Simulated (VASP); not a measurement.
A run of VASP 6.6.1:

Contents of INCAR:

```
ALGO = Normal
EDIFF = 1E-6
ENCUT = 600
GGA = PS
GGA_COMPAT = False
ISIF = 2
ISMEAR = -1
LASPH = True
LCHARG = True
LELF = True
LREAL = False
LVHAR = True
LWAVE = False
NBANDS = 15
NELM = 120
PREC = Accurate
SIGMA = 0.1
```

File KPOINTS:

```
k-points
0
Gamma
  8 8 8
```

Contents of POSCAR:

```
ZrC
1.0
    0.0000000000      2.3961219900      2.3961219900
    2.3961219900      0.0000000000      2.3961219900
    2.3961219900      2.3961219900      0.0000000000
Zr C
1 1
Direct
    0.5000000000      0.5000000000      0.5000000000
    0.0000000000      0.0000000000      0.0000000000
```

Potentials or basis: VASP PAW PBE potentials, release 64 (Zr_sv, C).

Command:

```console
$ cat potpaw_PBE.64/Zr_sv/POTCAR potpaw_PBE.64/C/POTCAR > POTCAR
$ mpirun -np 1 vasp_std > vasp.out
```

Hardware: 1 thread of AMD EPYC 9R45 96-Core Processor (Zen 5), on a shared host.

**Question.** How long does it take, and how much memory?

**Answer.** Run time: 8.2 s on 1 thread of AMD EPYC 9R45 96-Core Processor (Zen 5) (shared host), peak memory 0.13 GiB. Counts: scf iterations 13, k points 29.
